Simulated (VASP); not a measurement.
**ZnS: single point with LDA**

ZnS:

```
Zn S
1.0
     0.00000    2.70465    2.70465
     2.70465    0.00000    2.70465
     2.70465    2.70465    0.00000
Zn S
1 1
Direct
  0.00000 0.00000 0.00000
  0.76849 0.73151 0.73151
```

This cell differs from its parent crystal: atom 2 (S) moved by (-0.100, +0.000) A along x and y.

```json
{
  "Program": "VASP 6.6.1",
  "Task": "single point",
  "Functional": "LDA",
  "Potentials or basis": "VASP PAW LDA potentials, release 64 (Zn, S)",
  "Cutoff": "520 eV",
  "k mesh": "10 × 10 × 10",
  "Occupations": "gaussian, width 0.02 eV",
  "Spin": "no spin polarisation"
}
```

| Property | Result |
| --- | --- |
| Pressure | -4.2 GPa |
| Largest force | 0.537 eV/Å |
| Band gap on the k mesh | 1.81 eV, direct |

Forces in eV/Å, atoms in the order of the input:
```
Zn  -0.537  0.000  0.000
S    0.537  0.000  0.000
```

Stress tensor (GPa, compression positive):
```
-4.41  0.00  0.00
 0.00 -4.12 -1.82
 0.00 -1.82 -4.12
```

Levels at points of the mesh, in eV from the valence-band top:
```tsv
k point	band 5	band 6	band 7	band 8	band 9	band 10	band 11	band 12	band 13	band 14
(0.00, 0.00, 0.00)	-6.10	-6.10	-0.19	-0.06	0.00	1.81	6.15	6.17	6.26	11.39
(0.50, 0.00, 0.00)	-6.06	-5.88	-5.28	-1.07	-0.78	2.94	6.41	6.89	8.48	11.77
(0.00, 0.50, 0.00)	-6.07	-5.91	-5.56	-1.11	-0.83	3.12	6.55	7.04	8.59	11.71
(0.50, 0.50, 0.00)	-6.03	-5.88	-4.74	-2.31	-2.29	3.10	3.81	10.61	11.69	11.72
(0.00, 0.50, 0.50)	-6.03	-5.88	-4.71	-2.36	-2.27	3.06	3.88	10.60	11.53	11.85
```

Run time: 32 s on 1 thread of Intel(R) Xeon(R) 6975P-C (Granite Rapids), with other jobs on the host, peak memory 0.21 GiB.

Caveat: the cell differs from its parent crystal (atom 2 (S) moved by (-0.100, +0.000) A along x and y).
